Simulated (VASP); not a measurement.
A run of VASP 6.6.1 is set up as follows.

The input INCAR:

```
SYSTEM = Zr
PREC = Accurate
ENCUT = 600
EDIFF = 1E-6
ISMEAR = 0
SIGMA = 0.1
LREAL = .False.
LASPH = .True.
NELM = 100
ALGO = Normal
ISIF = 3
LWAVE = .False.
LCHARG = .False.
GGA = PE
IBRION = 2
NSW = 80
EDIFFG = -0.01
```

File KPOINTS:

```
Automatic mesh
0
Gamma
  12 12 12
  0 0 0
```

File POSCAR:

```
Zr
1.0
    0.0000000000      3.1353802298      3.1353802298
    3.1353802298      0.0000000000      3.1353802298
    3.1353802298      3.1353802298      0.0000000000
Zr
2
Direct
    0.2500000000      0.2500000000      0.2500000000
    0.0000000000      0.0000000000      0.0000000000
```

Potentials or basis: VASP PAW PBE potentials, release 64 (Zr_sv).

The run is started by

```sh
$ cat potpaw_PBE.64/Zr_sv/POTCAR > POTCAR
$ mpirun -np 1 vasp_std > vasp.out
```

Q: What does it give for the relaxed volume?

A: 30.99 Å³/atom.

Q: Estimate the space group after relaxing (to 0.1 Å).

A: Fd-3m (No. 227).

Q: Estimate the band gap on the k mesh.

A: Zero (bands 12 and 13 overlap by 0.20 eV).

Step by step:
```tsv
step	energy change (eV)	largest force (eV/Å)	pressure (GPa)	volume (Å³)
1	0.0000	0.0000	0.20	61.65
2	-0.0002	0.0000	-0.01	61.99
```
